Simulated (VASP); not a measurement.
# FeO (Wuestite) (Fm-3m) in VASP: a series of runs

Runs on FeO (Wuestite). Level: PBEsol. Tasks: single point.

All numbers are computed with VASP 6.6.1; they aren't measurements. Logs are shortened: lines on timing, memory, paths and dates and some standing lists are left out, and cuts for length are marked.

## Step 1: The cell of the first run

The structure is cubic, space group Fm-3m (No. 225). The conventional cell has a = 4.311 Å, b = 4.311 Å, c = 4.311 Å, α = 90.00°, β = 90.00°, γ = 90.00°. Fe (site symmetry m-3m) has 6 O at 2.16 Å within 2.9 Å. Within 2.9 Å of O (site symmetry m-3m) lie 6 Fe at 2.16 Å.

## Step 2: Single point, PBEsol, collinear spin, ferromagnetic start

File INCAR:

```
SYSTEM = FeO
ALGO = Normal
EDIFF = 1E-6
ENCUT = 520
GGA = PS
ISIF = 2
ISMEAR = -1
ISPIN = 2
LASPH = .True.
LCHARG = .True.
LELF = .True.
LMAXMIX = 4
LORBIT = 11
LREAL = .False.
LVHAR = .True.
LWAVE = .False.
MAGMOM = 3 0
NBANDS = 18
NELM = 150
NUPDOWN = 3.0
PREC = Accurate
SIGMA = 0.05
```

File KPOINTS:

```
k-points
0
Gamma
  9 9 9
  0 0 0
```

File POSCAR:

```
FeO
1.0
    0.0000000000      2.1554000000      2.1554000000
    2.1554000000      0.0000000000      2.1554000000
    2.1554000000      2.1554000000      0.0000000000
Fe O
1 1
Direct
    0.0000000000      0.0000000000      0.0000000000
    0.5000000000      0.5000000000      0.5000000000
```

Potentials or basis: VASP PAW PBE potentials, release 64 (Fe, O).

On the command line:

```bash
cat potpaw_PBE.64/Fe/POTCAR potpaw_PBE.64/O/POTCAR > POTCAR
mpirun -np 1 vasp_std > vasp.out
```

OUTCAR:

```text
SYSTEM = FeO
   EDIFF = 1E-6
   ENCUT = 520
   GGA = PS
   ISIF = 2
   ISMEAR = -1
   ISPIN = 2
   LASPH = .True.
   LORBIT = 11
   LREAL = .False.
   NELM = 150
   NUPDOWN = 3.0
   PREC = Accurate

 ion  position               nearest neighbor table
   1  0.000  0.000  0.000-   2 2.16   2 2.16   2 2.16   2 2.16   2 2.16   2 2.16
   2  0.500  0.500  0.500-   1 2.16   1 2.16   1 2.16   1 2.16   1 2.16   1 2.16

  LATTYP: Found a face centered cubic cell.
 ALAT       =     4.3108000000

  Lattice vectors:

 A1 = (   0.0000000000,   2.1554000000,   2.1554000000)
 A2 = (   2.1554000000,   0.0000000000,   2.1554000000)
 A3 = (   2.1554000000,   2.1554000000,   0.0000000000)

Analysis of symmetry for initial positions (statically):
=====================================================================
 Subroutine PRICEL returns:
 Original cell was already a primitive cell.

 Routine SETGRP: Setting up the symmetry group for a
 face centered cubic supercell.

 Subroutine GETGRP returns: Found 48 space group operations
 (whereof 48 operations were pure point group operations)
 out of a pool of 48 trial point group operations.

The static configuration has the point symmetry O_h .

Analysis of symmetry for dynamics (positions and initial velocities):
=====================================================================
 Subroutine PRICEL returns:
 Original cell was already a primitive cell.

 Routine SETGRP: Setting up the symmetry group for a
 face centered cubic supercell.

 Subroutine GETGRP returns: Found 48 space group operations
 (whereof 48 operations were pure point group operations)
 out of a pool of 48 trial point group operations.

The dynamic configuration has the point symmetry O_h .

Analysis of structural, dynamic, and magnetic symmetry:
=====================================================================
 Subroutine PRICEL returns:
 Original cell was already a primitive cell.

 Routine SETGRP: Setting up the symmetry group for a
 face centered cubic supercell.

 Subroutine GETGRP returns: Found 48 space group operations
 (whereof 48 operations were pure point group operations)
 out of a pool of 48 trial point group operations.

The overall configuration has the point symmetry O_h .

 Subroutine INISYM returns: Found 48 space group operations
 (whereof 48 operations are pure point group operations),
 and found     1 'primitive' translations

----------------------------------------------------------------------------------------

                                     Primitive cell

  volume of cell :      20.0269

  direct lattice vectors                    reciprocal lattice vectors
     0.000000000  2.155400000  2.155400000    -0.231975503  0.231975503  0.231975503
     2.155400000  0.000000000  2.155400000     0.231975503 -0.231975503  0.231975503
     2.155400000  2.155400000  0.000000000     0.231975503  0.231975503 -0.231975503

  length of vectors
     3.048195912  3.048195912  3.048195912     0.401793358  0.401793358  0.401793358

  position of ions in fractional coordinates (direct lattice)
     0.000000000  0.000000000  0.000000000
     0.500000000  0.500000000  0.500000000

  ion indices of the primitive-cell ions
   primitive index   ion index
                 1           1
                 2           2

----------------------------------------------------------------------------------------

 KPOINTS: k-points

Automatic generation of k-mesh.
 Grid dimensions read from file:
 generate k-points for:    9    9    9

 Generating k-lattice:

  Cartesian coordinates                     Fractional coordinates (reciprocal lattice)
    -0.025775056  0.025775056  0.025775056     0.111111111  0.000000000  0.000000000
     0.025775056 -0.025775056  0.025775056     0.000000000  0.111111111  0.000000000
     0.025775056  0.025775056 -0.025775056     0.000000000  0.000000000  0.111111111

  Length of vectors
     0.044643706  0.044643706  0.044643706

  Shift w.r.t. Gamma in fractional coordinates (k-lattice)
     0.000000000  0.000000000  0.000000000

 Subroutine IBZKPT returns following result:
 ===========================================

 Found     35 irreducible k-points:

 Following reciprocal coordinates:
            Coordinates               Weight
  0.000000  0.000000  0.000000      1.000000
  0.111111  0.000000  0.000000      8.000000
  0.222222  0.000000  0.000000      8.000000
  0.333333  0.000000  0.000000      8.000000
  0.444444  0.000000  0.000000      8.000000
  0.111111  0.111111  0.000000      6.000000
[... 16 lines left out ...]
 -0.333333  0.333333  0.000000     12.000000
  0.444444  0.444444  0.000000      6.000000
 [... further k-points ...]
   k-points           NKPTS =     35   k-points in BZ     NKDIM =     35   number of bands    NBANDS=     18
   number of dos      NEDOS =    301   number of ions     NIONS =      2
   total plane-waves  NPLWV =  13824
   dimension x,y,z NGX =    24 NGY =   24 NGZ =   24
   dimension x,y,z NGXF=    48 NGYF=   48 NGZF=   48
   ions per type =               1   1
   NGX,Y,Z   is equivalent  to a cutoff of  13.09, 13.09, 13.09 a.u.
   NGXF,Y,Z  is equivalent  to a cutoff of  26.18, 26.18, 26.18 a.u.
 SYSTEM =  FeO
   PREC   = accura    normal or accurate (medium, high low for compatibility)
   ISTART =      0    job   : 0-new  1-cont  2-samecut
   ICHARG =      2    charge: 1-file 2-atom 10-const
   ISPIN  =      2    spin polarized calculation?
   LNONCOLLINEAR =      F non collinear calculations
   LSORBIT =      F    spin-orbit coupling
   LASPH  =      T    aspherical Exc in radial PAW
   ENCUT  =  520.0 eV  38.22 Ry    6.18 a.u.   5.67  5.67  5.67*2*pi/ulx,y,z
   NELM   =    150;   NELMIN=  2; NELMDL= -5     # of ELM steps
   EDIFF  = 0.1E-05   stopping-criterion for ELM
   LREAL  =      F    real-space projection
   EDIFFG = 0.1E-04   stopping-criterion for IOM
   NSW    =      0    number of steps for IOM
   IBRION =     -1    ionic relax: 0-MD 1-quasi-New 2-CG
   NFREE  =      0    steps in history (QN), initial steepest desc. (CG)
   ISIF   =      2    stress and relaxation
   ISYM   =      2    0-nonsym 1-usesym 2-fastsym
   POTIM  = 0.5000    time-step for ionic-motion
   TEBEG  =    0.0;   TEEND  =   0.0 temperature during run
   PSTRESS=    0.0 pullay stress
   NELECT =      14.0000    total number of electrons
   NUPDOWN=       3.0000    fix difference up-down
   EMIN   =  10.00;   EMAX   =-10.00  energy-range for DOS
   EFERMI =   0.00;   METHOD = LEGACY
   ISMEAR =    -1;   SIGMA  =   0.05  broadening in eV -4-tet -1-fermi 0-gaus
   EFERMI_NEDOS =   21; number of points for ismear=-14 and -15
   IALGO  =     38    algorithm
   IMIX   =      4    mixing-type and parameters
     AMIX     =   0.40;   BMIX     =  1.00
     AMIX_MAG =   1.60;   BMIX_MAG =  1.00
  volume/ion in A,a.u.               =      10.01        67.57
  Fermi-wavevector in a.u.,A,eV,Ry     =   1.452935  2.745650 28.722187  2.111021
  Thomas-Fermi vector in A             =   2.570260
   LORBIT       =     11    0 simple, 1 ext, 2 COOP (PROOUT), +10 PAW based schemes
   GGA     = PS    functional components
   LHFCALC =     F    Hartree Fock is set to
   AEXX    =    0.0000 exact exchange contribution
   IVDW    =     0    specifies the selected vdW correction
   LEPSILON=     F    determine dielectric tensor
   LRPA    =     F    only Hartree local field effects (RPA)
 spin polarized calculation
  energy-cutoff  :      520.00
  volume of cell :       20.03
 maximum number of plane-waves:       556
   NGX = 11   NGY = 11   NGZ = 11

 number of electron      13.9999999 magnetization       3.0000000

 Free energy of the ion-electron system (eV)
  ---------------------------------------------------
  ext. energy  EPLUGINS =         0.00000000
  ---------------------------------------------------
  free energy    TOTEN  =       -15.51717403 eV

  energy without entropy =      -15.49217142  energy(sigma->0) =      -15.50467273

 E-fermi :   6.1448     XC(G=0): -12.4400

 val. band max:        6.1132632487   @ k =  -0.3333   0.2222   0.0000
 cond. band min:       5.2967351492   @ k =  -0.3333   0.3333   0.0000
 fundamental gap:     -0.8165280994
 Fermi energy:         5.2849459593

 spin component 1

 k-point     1 :       0.0000    0.0000    0.0000
  band No.  band energies     occupation
      1     -14.7988      1.00000
      2       2.0230      1.00000
      3       2.0230      1.00000
      4       2.0230      1.00000
      5       2.7392      1.00000
      6       2.7392      1.00000
[... 10 lines left out ...]
     17      26.7528      0.00000
     18      29.7426      0.00000
[... 463 lines left out ...]
 k-point    24 :       0.4444    0.4444    0.0000
  band No.  band energies     occupation
      1     -13.6796      1.00000
      2      -1.5333      1.00000
      3       0.8757      1.00000
      4       0.8757      1.00000
      5       1.7674      1.00000
      6       3.3095      1.00000
[... 10 lines left out ...]
     17      35.7317      0.00000
     18      35.7317      0.00000

 [... further k-points ...]

 spin component 2

 k-point     1 :       0.0000    0.0000    0.0000
  band No.  band energies     occupation
      1     -14.5896      1.00000
      2       2.2198      1.00000
      3       2.2198      1.00000
      4       2.2198      1.00000
      5       5.1550      1.00000
      6       5.1554      1.00000
[... 10 lines left out ...]
     17      27.9565      0.00000
     18      30.6374      0.00000
[... 463 lines left out ...]
 k-point    24 :       0.4444    0.4444    0.0000
  band No.  band energies     occupation
      1     -13.4603      1.00000
      2      -1.2546      1.00000
      3       1.1143      1.00000
      4       1.1143      1.00000
      5       3.8160      1.00000
      6       6.4714      0.00146
[... 10 lines left out ...]
     17      35.8514      0.00000
     18      35.8514      0.00000

 [... further k-points ...]
[... 5 lines left out ...]
  --------------------------------------------------------------------------------------
  -------------------------------------------------------------------------------------
  Total       -2.4228827     -2.4228827     -2.4228827     -0.0000000     -0.0000000     -0.0000000
  in kB     -193.8337212   -193.8337212   -193.8337212     -0.0000000     -0.0000000     -0.0000000
  external PRESSURE =    -193.8337212 kB  Pullay stress =       0.0000000 kB

 VOLUME and BASIS-vectors are now :
 -----------------------------------------------------------------------------
  energy-cutoff  :      520.00
  volume of cell :       20.03
      direct lattice vectors                 reciprocal lattice vectors
     0.000000000  2.155400000  2.155400000    -0.231975503  0.231975503  0.231975503
     2.155400000  0.000000000  2.155400000     0.231975503 -0.231975503  0.231975503
     2.155400000  2.155400000  0.000000000     0.231975503  0.231975503 -0.231975503

 POSITION                                       TOTAL-FORCE (eV/Angst)
 -----------------------------------------------------------------------------------
      0.00000      0.00000      0.00000         0.000000     -0.000000     -0.000000
      2.15540      2.15540      2.15540         0.000000      0.000000      0.000000
 -----------------------------------------------------------------------------------
    total drift:                                0.000000     -0.000000     -0.000000

  FREE ENERGIE OF THE ION-ELECTRON SYSTEM (eV)
  ---------------------------------------------------
  free  energy   TOTEN  =       -15.5171740334 eV

  energy  without entropy=      -15.4921714223  energy(sigma->0) =      -15.50467273

 total charge

# of ion       s       p       d       tot
------------------------------------------
    1        0.282   0.346   6.174   6.802
    2        1.557   3.369   0.000   4.926
--------------------------------------------------
tot          1.839   3.715   6.174  11.728

 magnetization (x)

# of ion       s       p       d       tot
------------------------------------------
    1        0.026   0.017   2.823   2.866
    2        0.024   0.061   0.000   0.085
--------------------------------------------------
tot          0.050   0.078   2.823   2.951
```

Wall time 20 s (1 thread of AMD EPYC 9R14 (Zen 4), shared host); peak memory 0.13 GiB.

What came out:

- Free energy: -15.5172 eV
- Pressure: -19.4 GPa
- Net moment: 3.00 μB per cell
- Site moments: Fe +2.87; O +0.09 μB
- Valence electrons inside the program's atomic spheres: Fe 6.80; O 4.93

Caveat: the PAW data sets were made with another functional, which shifts forces and pressure a little; the total moment is fixed, so each spin has its own Fermi level; a cell with one magnetic atom can't hold antiferromagnetic order, which such compounds often take.

(Part 1 of 3 ends here.)
